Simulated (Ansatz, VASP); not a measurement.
## Hf in VASP and in Ansatz

File INCAR:

```
PREC = Accurate
ENCUT = 500
EDIFF = 1E-7
ISMEAR = 0
SIGMA = 0.1
LREAL = F
LASPH = T
NELM = 120
ALGO = Normal
ISIF = 3
LWAVE = F
LCHARG = F
GGA = PE
IBRION = 2
NSW = 100
EDIFFG = -0.002
GGA_COMPAT = F
NELMIN = 4
```

KPOINTS

```
regular mesh
0
Gamma
  15 15 8
```

POSCAR

```
Hf
1.0
    3.1923846300      0.0000000000      0.0000000000
   -1.5961923200      2.7646861900      0.0000000000
    0.0000000000      0.0000000000      5.0450416400
Hf
2
Direct
    0.3333333300      0.6666666700      0.2500000000
    0.6666666700      0.3333333300      0.7500000000
```

Input for Ansatz:

```yaml
crystal:
  lattice:
    - [3.19238463, 0.0, 0.0]
    - [-1.59619232, 2.76468619, 0.0]
    - [0.0, 0.0, 5.04504164]
  atoms:
    - { symbol: Hf, position: [0.33333333, 0.66666667, 0.25] }
    - { symbol: Hf, position: [0.66666667, 0.33333333, 0.75] }
basis:
  ecutwfc: 420
kpoints:
  mp_grid: { grid: [15, 15, 8] }
hamiltonian:
  xc: pbe
  pseudopotentials: { kind: paw, azcp: { folder: soft_1 } }
scf:
  occupations: { method: gaussian, width: 0.1 }
output:
  forces: true
  stress: true
  eigenvalues: true
relax:
  adjacent_minimum: "off"
  f_tol: 0.002
  max_steps: 80
  cell: { stress_tol: 0.02 }
```

Alike in both runs: task relaxation of cell and atoms; functional PBE; k mesh 15 × 15 × 8; occupations gaussian, width 0.1 eV; no spin polarisation.

|  | VASP | Ansatz |
| --- | --- | --- |
| version | VASP 6.6.1 | Ansatz 0.2.0 |
| potentials or method | VASP PAW PBE potentials, release 64 (Hf_pv), cutoff 500 eV | scalar-relativistic, plane waves, PAW |
| valence electrons in the cell | 20 | 52 |

|  | VASP | Ansatz | Ansatz less VASP |
| --- | --- | --- | --- |
| gap on the k mesh at the Fermi level, each at its own relaxed structure (eV) | none | none | - |
| relaxed volume (Å³/atom) | 22.44 | 22.53 | +0.091 |
| relaxed length of the cell vector where the two differ most in proportion (Å) | 5.058 | 5.067 | +0.0086 |

A gap of «none» marks a metal or a gap that the smearing closes. VASP's potentials hold 20 valence electrons a cell and Ansatz's 52, so a difference there can come from the potentials and not from the codes.

Spin-orbit coupling is off throughout.
